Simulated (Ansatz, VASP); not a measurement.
One calculation of KCl, two programs

INCAR

```
ALGO     = Normal         # electronic algorithm
EDIFF    = 1E-6           # SCF threshold, eV
EDIFFG   = -0.02          # ionic threshold
ENCUT    = 520            # plane-wave cutoff, eV
GGA      = PE             # functional
IBRION   = 2              # ionic algorithm
ISIF     = 2              # what is computed and relaxed
ISMEAR   = -1             # smearing method
LASPH    = T              # aspherical terms in the spheres
LCHARG   = F              # write CHGCAR
LREAL    = F              # projectors in reciprocal space
LWAVE    = F              # write WAVECAR
NELM     = 80             # most SCF steps
NSW      = 80             # ionic steps
PREC     = Accurate       # precision mode
SIGMA    = 0.02           # smearing width, eV
```

KPOINTS

```
k-points
0
Gamma
  8 8 8
```

The input POSCAR:

```
KCl
1.0
    0.0000000000      3.1464700000      3.1464700000
    3.1464700000      0.0000000000      3.1464700000
    3.1464700000      3.1464700000      0.0000000000
K Cl
1 1
Direct
    0.0000000000      0.0000000000      0.0000000000
    0.5000000000      0.5000000000      0.5000000000
```

Input for Ansatz:

```yaml
crystal:
  lattice:
    - [0.0, 3.14647, 3.14647]
    - [3.14647, 0.0, 3.14647]
    - [3.14647, 3.14647, 0.0]
  atoms:
    - { symbol: K, position: [0.0, 0.0, 0.0] }
    - { symbol: Cl, position: [0.5, 0.5, 0.5] }
kpoints:
  mp_grid: { grid: [8, 8, 8] }
scf:
  occupations: { method: fermi_dirac, width: 0.02 }
hamiltonian:
  xc: pbe
  pseudopotentials: { kind: paw }
output:
  forces: true
  stress: true
  populations: true
  efg:
    quadrupole_moments_barn: { K: 0.0603, Cl: -0.08112 }
    contact_densities: true
relax:
  f_tol: 0.02
  max_steps: 60
```

Alike in both runs: task relaxation of the atoms; functional PBE; k mesh 8 × 8 × 8; occupations fermi-dirac, width 0.02 eV; no spin polarisation.

```csv
,VASP,Ansatz
version,VASP 6.6.1,Ansatz 0.2.0
potentials or method,"VASP PAW PBE potentials, release 64 (K_sv, Cl)","plane-wave PAW, scalar-relativistic"
plane-wave cutoff (eV),520,420
valence electrons in the cell,16,16
```

```tsv
	VASP	Ansatz	Ansatz less VASP
gap on the k mesh at the Fermi level, each at its own relaxed structure (eV)	5.19	5.19	+0.002
```

Ansatz's warnings: stress scf threshold loose.

Noted on VASP's run: the relaxation stopped at its first step, so nothing moved.
